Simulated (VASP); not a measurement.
Set up this calculation in VASP 6.6.1, as the native input.

| Item | Value |
| --- | --- |
| Task | electric field gradients |
| Functional | PBEsol |
| Potentials or basis | VASP PAW PBE potentials, release 64 (P) |
| Cutoff | 520 eV |
| k mesh | 2 × 4 × 3 |
| Occupations | fermi-dirac, width 0.05 eV |
| Spin | no spin polarisation |
| Dipole correction | no |
| Further INCAR settings | ALGO = Normal; EDIFF = 1e-08; NBANDS = 30 |

The structure of P lies in POSCAR:

```
P
1.0
    3.3164000000    -10.4840000000      0.0000000000
    1.6582000000      5.2420000000      0.0000000000
    0.0000000000      0.0000000000      4.3793000000
P
8
Direct
    0.4491900000      0.1016200000      0.0806800000
    0.9491900000      0.1016200000      0.0806800000
    0.3008100000      0.3983800000      0.5806800000
    0.8008100000      0.3983800000      0.5806800000
    0.0508100000      0.8983800000      0.9193200000
    0.5508100000      0.8983800000      0.9193200000
    0.1991900000      0.6016200000      0.4193200000
    0.6991900000      0.6016200000      0.4193200000
```

These files were run (other wordings do the same):

INCAR

```
PREC = Accurate ; ENCUT = 520
EDIFF = 1E-8 ; ISMEAR = -1
SIGMA = 0.05 ; LREAL = F
LASPH = T ; NELM = 60
ALGO = Normal ; ISIF = 2
LWAVE = F ; LCHARG = F
GGA = PS ; LEFG = T
NBANDS = 30
```

KPOINTS

```
Automatic mesh
0
Gamma
  2 4 3
```

Potentials or basis: VASP PAW PBE potentials, release 64 (P).

Command:

```sh
$ cat potpaw_PBE.64/P/POTCAR > POTCAR
$ mpirun -np 1 vasp_std > vasp.out
```

Results of the run:

The pressure is -0.9 GPa. The largest force is 0.091 eV/Å and the band gap on the k mesh is 0.37 eV.

Caveat: the k points lie up to 0.50 Å⁻¹ apart; without QUAD_EFG the Cq values of the log hold for a quadrupole moment of 1 mb, not for the nuclei; the PAW data sets were made with another functional, which shifts forces and pressure a little.

It took 87 s on 1 thread of Intel(R) Xeon(R) Platinum 8259CL CPU @ 2.50GHz (Skylake/Cascade Lake), with other jobs on the host, peak memory 0.34 GiB.
